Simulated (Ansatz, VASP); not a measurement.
## Two plane-wave programs on GaSb

```
Ga Sb
1.0
    -2.75343    2.75343    1.57480
     2.75343   -2.75343    1.57480
     2.75343    2.75343   -1.57480
Ga Sb
1 1
Direct
  0.25000 0.75000 0.50000
  0.00000 0.00000 0.00000
```

Alike in both runs: task single point; functional LDA; k mesh 8 × 8 × 8; occupations gaussian, width 0.02 eV; no spin polarisation.

```csv
,VASP,Ansatz
version,VASP 6.6.1,Ansatz 0.2.0
potentials or method,"VASP PAW LDA potentials, release 64 (Ga_d, Sb), cutoff 520 eV","plane waves, PAW"
valence electrons in the cell,18,28
```

```csv
,VASP,Ansatz,Ansatz less VASP
pressure (GPa),-3.7,-3.8,-0.12
"traceless stress, the component that is largest in VASP (GPa)",1.89,1.89,-0.003
```

LDA's correlation is that of Perdew and Zunger in VASP and of Perdew and Wang (1992) in Ansatz. VASP's potentials hold 18 valence electrons a cell and Ansatz's 28, so a difference there can come from the potentials and not from the codes.

Spin-orbit coupling is off throughout.
